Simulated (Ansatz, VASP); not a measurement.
## Two plane-wave programs on SnO2

```
CELL_PARAMETERS angstrom
4.72013 0.00000 0.00000
0.00000 4.72063 0.00000
0.00000 0.00000 3.18882
ATOMIC_POSITIONS crystal
Sn 0.49783 0.49750 0.50000
Sn 0.00217 0.99749 0.00000
O 0.32483 0.28862 0.00000
O 0.84086 0.22998 0.50000
O 0.17515 0.78860 0.50000
O 0.65912 0.73000 0.00000
```

Change from the starting cell: mode 4 frozen in at +0.179 Å and mode 7 at -0.058 Å (largest displacements).

Alike in both runs: task single point; functional LDA; k mesh 6 × 6 × 8; occupations gaussian, width 0.05 eV; no spin polarisation.

```csv
,VASP,Ansatz
version,VASP 6.6.1,Ansatz 0.2.0
potentials or method,"VASP PAW LDA potentials, release 64 (Sn_d, O), cutoff 520 eV","scalar-relativistic, plane waves, PAW"
valence electrons in the cell,52,52
```

```tsv
	VASP	Ansatz	Ansatz less VASP
gap on the k mesh at the Fermi level (eV)	1.40	1.38	-0.021
least direct gap on the mesh (eV)	1.41	1.39	-0.018
pressure (GPa)	-0.3	-1.6	-1.35
traceless stress, the component that is largest in VASP (GPa)	-1.26	-1.11	+0.149
rms of the force components (eV/Å)	0.196	0.199	+0.0030
```

Ansatz warns that its potentials were made for another functional, while VASP's fit it. LDA's correlation is that of Perdew and Zunger in VASP and of Perdew and Wang (1992) in Ansatz. Atom by atom the forces differ by 0.014 eV/Å (rms over components). Ansatz's warnings: structure snapped to symmetry.
